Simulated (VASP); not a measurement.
# Si2W in VASP: single point with PBEsol

Aim: the single point of Si2W with PBEsol.

Everything below comes from runs of VASP 6.6.1. Logs are shortened: lines on timing, memory, paths and dates and some standing lists are left out, and cuts for length are marked.

## 1. The cell of the first run

The typed cell holds 6 atoms: a = 3.203 Å, b = 4.517 Å, c = 6.396 Å, α = 69.43°, β = 75.50°, γ = 69.24°.

## 2. Single point, PBEsol

INCAR

```
SYSTEM = Si2W
PREC = Accurate
ENCUT = 520
EDIFF = 1E-6
ISMEAR = 0
SIGMA = 0.15
LREAL = .FALSE.
LASPH = .TRUE.
NELM = 80
ALGO = Fast
ISIF = 2
LWAVE = .FALSE.
LCHARG = .TRUE.
GGA = PS
LVHAR = .TRUE.
NBANDS = 31
KPAR = 4
```

KPOINTS

```
regular mesh
0
G
  12 12 12
  0 0 0
```

POSCAR

```
Si2W
1.0
    0.0000000733      3.2026497571      0.0000021418
    1.6011056371      1.6013223016     -3.9082621356
   -4.8031007208      1.6013221551     -3.9081736115
Si W
4 2
Direct
    0.3344716319      0.9982878364      0.3327644456
    0.3344761393      0.4982881746      0.8327642527
    0.6655290358      0.5017134361      0.1672338375
    0.6655248179      0.0017115788      0.6672357437
   -0.0000007388     -0.0000007379      0.0000016591
   -0.0000008861      0.4999997120      0.5000000613
```

Potentials or basis: VASP PAW PBE potentials, release 64 (Si, W_sv).

The run is started by

```
$ cat potpaw_PBE.64/Si/POTCAR potpaw_PBE.64/W_sv/POTCAR > POTCAR
$ mpirun -np 4 vasp_std > vasp.out
```

OUTCAR:

```text
SYSTEM = Si2W
   PREC = Accurate
   ENCUT = 520
   EDIFF = 1E-6
   ISMEAR = 0
   LREAL = .FALSE.
   LASPH = .TRUE.
   NELM = 80
   ISIF = 2
   GGA = PS

 ion  position               nearest neighbor table
   1  0.334  0.998  0.333-   3 2.59   5 2.61   5 2.61   6 2.61   6 2.61   6 2.61   4 2.62   4 2.62
                             3 2.62   3 2.62
   2  0.334  0.498  0.833-   4 2.59   6 2.61   6 2.61   5 2.61   5 2.61   5 2.61   3 2.62   3 2.62
                             4 2.62   4 2.62
   3  0.666  0.502  0.167-   1 2.59   6 2.61   6 2.61   5 2.61   5 2.61   5 2.61   2 2.62   2 2.62
                             1 2.62   1 2.62
   4  0.666  0.002  0.667-   2 2.59   5 2.61   5 2.61   6 2.61   6 2.61   6 2.61   1 2.62   1 2.62
                             2 2.62   2 2.62
   5  1.000  1.000  0.000-   1 2.61   1 2.61   4 2.61   4 2.61   3 2.61   3 2.61   2 2.61   2 2.61
                             3 2.61   2 2.61   6 3.20   6 3.20
   6  1.000  0.500  0.500-   2 2.61   3 2.61   2 2.61   3 2.61   1 2.61   4 2.61   4 2.61   1 2.61
                             1 2.61   4 2.61   5 3.20   5 3.20

  LATTYP: Found a base centered monoclinic cell.
 ALAT       =     8.4470256150
 B/A-ratio  =     0.3791452640
 C/A-ratio  =     0.7581611150
 COS(beta)  =    -0.3791061366

  Lattice vectors:

 A1 = (   1.6011056371,   1.6013223016,  -3.9082621356)
 A2 = (   1.6011055638,  -1.6013274555,  -3.9082642774)
 A3 = (  -6.4042063579,  -0.0000001465,   0.0000885241)

Analysis of symmetry for initial positions (statically):
=====================================================================
 Subroutine PRICEL returns following result:

  LATTYP: Found a base centered monoclinic cell.
 ALAT       =     8.4468471322
 B/A-ratio  =     0.3791532754
 C/A-ratio  =     0.3790895613
 COS(beta)  =    -0.3790622967

  Lattice vectors:

 A1 = (   1.6009891471,  -1.6013203902,   3.9082133874)
 A2 = (   1.6009892204,   1.6013293669,   3.9082155292)
 A3 = (  -3.2021115737,   0.0000017649,   0.0000397759)

   2 primitive cells build up your supercell.

 Routine SETGRP: Setting up the symmetry group for a
 base centered monoclinic supercell.

 Subroutine GETGRP returns: Found  4 space group operations
 (whereof  4 operations were pure point group operations)
 out of a pool of  4 trial point group operations.

The static configuration has the point symmetry C_2h.

Analysis of symmetry for dynamics (positions and initial velocities):
=====================================================================
 Subroutine PRICEL returns following result:

  LATTYP: Found a base centered monoclinic cell.
 ALAT       =     8.4468471322
 B/A-ratio  =     0.3791532754
 C/A-ratio  =     0.3790895613
 COS(beta)  =    -0.3790622967

  Lattice vectors:

 A1 = (   1.6009891471,  -1.6013203902,   3.9082133874)
 A2 = (   1.6009892204,   1.6013293669,   3.9082155292)
 A3 = (  -3.2021115737,   0.0000017649,   0.0000397759)

   2 primitive cells build up your supercell.

 Routine SETGRP: Setting up the symmetry group for a
 base centered monoclinic supercell.

 Subroutine GETGRP returns: Found  4 space group operations
 (whereof  4 operations were pure point group operations)
 out of a pool of  4 trial point group operations.

The dynamic configuration has the point symmetry C_2h.

 Subroutine INISYM returns: Found  4 space group operations
 (whereof  4 operations are pure point group operations),
 and found     2 'primitive' translations

----------------------------------------------------------------------------------------

                                     Primitive cell

  volume of cell :      40.0799

  direct lattice vectors                    reciprocal lattice vectors
     1.600989147 -1.601320390  3.908213387     0.000001417 -0.312241534  0.127935439
     1.600989220  1.601329367  3.908215529     0.000001761  0.312241363  0.127934581
    -3.202111574  0.000001765  0.000039776    -0.312292338 -0.000000078  0.127929688

  length of vectors
     4.516804747  4.516809809  3.202111574     0.337434812  0.337434328  0.337479643

  position of ions in fractional coordinates (direct lattice)
     0.334473794  0.334471632  0.334480698
     0.665527856  0.665524818  0.665524172
     0.999997522  0.999999261  0.000006492

  ion indices of the primitive-cell ions
   primitive index   ion index
                 1           1
                 2           4
                 3           5

----------------------------------------------------------------------------------------

 KPOINTS: regular mesh

Automatic generation of k-mesh.
 Grid dimensions read from file:
 generate k-points for:   12   12   12

 Generating k-lattice:

  Cartesian coordinates                     Fractional coordinates (reciprocal lattice)
     0.000000147  0.026020114  0.010661215     0.083333333  0.000000000  0.000000000
     0.013012060  0.000000010 -0.015991669     0.000000000  0.083333333  0.000000000
    -0.013012355  0.000000004 -0.005330796     0.000000000 -0.000000000  0.083333333

  Length of vectors
     0.028119527  0.020616672  0.014061962

  Shift w.r.t. Gamma in fractional coordinates (k-lattice)
     0.000000000  0.000000000  0.000000000

 Subroutine IBZKPT returns following result:
 ===========================================

 Found    476 irreducible k-points:

 Following reciprocal coordinates:
            Coordinates               Weight
  0.000000  0.000000  0.000000      1.000000
  0.083333  0.000000  0.000000      4.000000
  0.166667 -0.000000 -0.000000      4.000000
  0.250000 -0.000000  0.000000      4.000000
  0.333333  0.000000  0.000000      4.000000
  0.416667  0.000000  0.000000      4.000000
[... 16 lines left out ...]
  0.250000  0.166667 -0.000000      4.000000
  0.333333  0.166667  0.000000      4.000000
 [... further k-points ...]
   k-points           NKPTS =    476   k-points in BZ     NKDIM =    476   number of bands    NBANDS=     31
   number of dos      NEDOS =    301   number of ions     NIONS =      6
   total plane-waves  NPLWV =  41472
   dimension x,y,z NGX =    24 NGY =   36 NGZ =   48
   dimension x,y,z NGXF=    48 NGYF=   72 NGZF=   96
   ions per type =               4   2
   NGX,Y,Z   is equivalent  to a cutoff of  12.46, 13.25, 12.48 a.u.
   NGXF,Y,Z  is equivalent  to a cutoff of  24.92, 26.50, 24.95 a.u.
 SYSTEM =  Si2W
   PREC   = accura    normal or accurate (medium, high low for compatibility)
   ISTART =      0    job   : 0-new  1-cont  2-samecut
   ICHARG =      2    charge: 1-file 2-atom 10-const
   ISPIN  =      1    spin polarized calculation?
   LNONCOLLINEAR =      F non collinear calculations
   LSORBIT =      F    spin-orbit coupling
   LASPH  =      T    aspherical Exc in radial PAW
   ENCUT  =  520.0 eV  38.22 Ry    6.18 a.u.   5.95  8.40 11.89*2*pi/ulx,y,z
   NELM   =     80;   NELMIN=  2; NELMDL= -5     # of ELM steps
   EDIFF  = 0.1E-05   stopping-criterion for ELM
   LREAL  =      F    real-space projection
   EDIFFG = 0.1E-04   stopping-criterion for IOM
   NSW    =      0    number of steps for IOM
   IBRION =     -1    ionic relax: 0-MD 1-quasi-New 2-CG
   NFREE  =      0    steps in history (QN), initial steepest desc. (CG)
   ISIF   =      2    stress and relaxation
   ISYM   =      2    0-nonsym 1-usesym 2-fastsym
   POTIM  = 0.5000    time-step for ionic-motion
   TEBEG  =    0.0;   TEEND  =   0.0 temperature during run
   PSTRESS=    0.0 pullay stress
   NELECT =      44.0000    total number of electrons
   NUPDOWN=      -1.0000    fix difference up-down
   EMIN   =  10.00;   EMAX   =-10.00  energy-range for DOS
   EFERMI =   0.00;   METHOD = LEGACY
   ISMEAR =     0;   SIGMA  =   0.15  broadening in eV -4-tet -1-fermi 0-gaus
   EFERMI_NEDOS =   21; number of points for ismear=-14 and -15
   IALGO  =     68    algorithm
   IMIX   =      4    mixing-type and parameters
     AMIX     =   0.40;   BMIX     =  1.00
     AMIX_MAG =   1.60;   BMIX_MAG =  1.00
  volume/ion in A,a.u.               =      13.36        90.16
  Fermi-wavevector in a.u.,A,eV,Ry     =   1.340418  2.533023 24.445877  1.796721
  Thomas-Fermi vector in A             =   2.468733
   LORBIT       =      0    0 simple, 1 ext, 2 COOP (PROOUT), +10 PAW based schemes
   GGA     = PS    functional components
   LHFCALC =     F    Hartree Fock is set to
   AEXX    =    0.0000 exact exchange contribution
   IVDW    =     0    specifies the selected vdW correction
   LEPSILON=     F    determine dielectric tensor
   LRPA    =     F    only Hartree local field effects (RPA)
 non-spin polarized calculation
 RMM-DIIS sequential band-by-band and
 Gauss-broadening in eV      SIGMA  =   0.15
  energy-cutoff  :      520.00
  volume of cell :       80.16
 maximum number of plane-waves:      2182
   NGX = 11   NGY = 17   NGZ = 23

 number of electron      44.0000005 magnetization

 Free energy of the ion-electron system (eV)
  ---------------------------------------------------
  ext. energy  EPLUGINS =         0.00000000
  ---------------------------------------------------
  free energy    TOTEN  =       -53.28158799 eV

  energy without entropy =      -53.27583398  energy(sigma->0) =      -53.27871099

 E-fermi :  11.9872     XC(G=0): -12.6486

 val. band max:       11.9841006317   @ k =  -0.0833   0.2500   0.3333
 cond. band min:      11.9998298459   @ k =  -0.0833   0.1667   0.0833
 fundamental gap:      0.0157292141
 Fermi energy:        11.9872350863

 k-point     1 :       0.0000    0.0000    0.0000
  band No.  band energies     occupation
      1     -61.8017      2.00000
      2     -61.7936      2.00000
      3     -26.2746      2.00000
      4     -26.0765      2.00000
      5     -26.0590      2.00000
      6     -26.0470      2.00000
[... 23 lines left out ...]
     30      16.5995      0.00000
     31      17.1005      0.00000

 k-point     2 :       0.0833    0.0000    0.0000
  band No.  band energies     occupation
      1     -61.8011      2.00000
      2     -61.7931      2.00000
      3     -26.2724      2.00000
      4     -26.0754      2.00000
      5     -26.0626      2.00000
      6     -26.0574      2.00000
[... 740 lines left out ...]
 k-point    24 :       0.3333    0.1667    0.0000
  band No.  band energies     occupation
      1     -61.7952      2.00000
      2     -61.7883      2.00000
      3     -26.2358      2.00000
      4     -26.2164      2.00000
      5     -26.1906      2.00000
      6     -26.0599      2.00000
[... 23 lines left out ...]
     30      16.6979      0.00000
     31      17.7507      0.00000

 [... further k-points ...]

------------------------ aborting loop because EDIFF is reached ----------------------------------------

  FORCE on cell =-STRESS in cart. coord.  units (eV):
  Direction    XX          YY          ZZ          XY          YZ          ZX
  --------------------------------------------------------------------------------------
  -------------------------------------------------------------------------------------
  Total        0.2405800      0.2425950      0.2049026      0.0000000      0.0000003      0.0001233
  in kB        4.8085485      4.8488221      4.0954522      0.0000002      0.0000060      0.0024643
  external PRESSURE =       4.5842743 kB  Pullay stress =       0.0000000 kB

 VOLUME and BASIS-vectors are now :
 -----------------------------------------------------------------------------
  energy-cutoff  :      520.00
  volume of cell :       80.16
      direct lattice vectors                 reciprocal lattice vectors
     0.000000073  3.202649757  0.000002142     0.000001761  0.312241363  0.127934581
     1.601105637  1.601322302 -3.908262136     0.156144721  0.000000125 -0.191900027
    -4.803100721  1.601322155 -3.908173612    -0.156148257  0.000000046 -0.063969553

 POSITION                                       TOTAL-FORCE (eV/Angst)
 -----------------------------------------------------------------------------------
      0.00006      3.20264     -5.20207         0.000016     -0.000000     -0.004941
     -3.20204      3.20265     -5.20203         0.000016     -0.000000     -0.004941
      0.00006      3.20266     -2.61441        -0.000016      0.000000      0.004941
     -3.20206      3.20264     -2.61436        -0.000016      0.000000      0.004941
      1.60110      4.80397     -3.90826         0.000000     -0.000000     -0.000000
     -1.60100      4.80397     -3.90821        -0.000000      0.000000     -0.000000
 -----------------------------------------------------------------------------------
    total drift:                                0.011670      0.004821      0.003667

  FREE ENERGIE OF THE ION-ELECTRON SYSTEM (eV)
  ---------------------------------------------------
  free  energy   TOTEN  =       -53.2815879938 eV

  energy  without entropy=      -53.2758339805  energy(sigma->0) =      -53.27871099
```

Wall time 9.8 min (4 MPI ranks of Oxide Virtual Turin-like, shared host); peak memory 0.89 GiB.

Results:

```yaml
Free_energy: -53.2816 eV
Pressure: 0.5 GPa
Largest_force: 0.005 eV/Å
Band_gap_on_the_k_mesh: zero (bands 22 and 23 overlap by 1.34 eV)
```

Forces on the atoms (eV/Å):
```
Si   0.000  0.000 -0.005
Si   0.000  0.000 -0.005
Si   0.000  0.000  0.005
Si   0.000  0.000  0.005
W    0.000  0.000  0.000
W    0.000  0.000  0.000
```

Caveat: the PAW data sets were made with another functional, which shifts forces and pressure a little; spin-orbit coupling is left out, which moves the levels of the heavy elements.
